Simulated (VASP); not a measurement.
A run of VASP 6.6.1:

File INCAR:

```
SYSTEM = Ni2F
  PREC = Accurate
  ENCUT = 520
  EDIFF = 1E-6
  ISMEAR = 0
  SIGMA = 0.1
  LREAL = .FALSE.
  LASPH = .TRUE.
  NELM = 150
  ALGO = Normal
  ISIF = 2
  LWAVE = .FALSE.
  LCHARG = .TRUE.
  ISPIN = 2
  MAGMOM = 0.89 0.89 0.88 0.88 0 0
  LORBIT = 11
  LMAXMIX = 4
  GGA = PE
  LELF = .TRUE.
  LVHAR = .TRUE.
  NBANDS = 40
```

Contents of KPOINTS:

```
regular mesh
0
G
  6 6 4
  0 0 0
```

Contents of POSCAR:

```
Ni2F
1.0
    3.3770097445      0.0000000000      0.0000000000
    0.0000000000      3.3770097445      0.0000000000
    0.0000000000      0.0000000000      6.2093547874
Ni F
4 2
Direct
    0.0000000000      0.0000000000      0.0000000000
    0.5000000000      0.5000000000      0.0000000000
    0.0000000000      0.5000000000      0.2757193297
    0.5000000000      0.0000000000      0.7242806703
    0.0000000000      0.5000000000      0.5909953593
    0.5000000000      0.0000000000      0.4090046407
```

Potentials or basis: VASP PAW PBE potentials, release 64 (Ni, F).

Launch:

```sh
$ cat potpaw_PBE.64/Ni/POTCAR potpaw_PBE.64/F/POTCAR > POTCAR
$ mpirun -np 1 vasp_std > vasp.out
```

Hardware: 1 thread of Intel Xeon 8259CL, on a shared host.

Question: Estimate the wall time of this run.

Answer: Wall time 5.5 min on 1 thread of Intel Xeon 8259CL, with other jobs on the host, peak memory 0.28 GiB. Counts: scf iterations 18, k points 30.
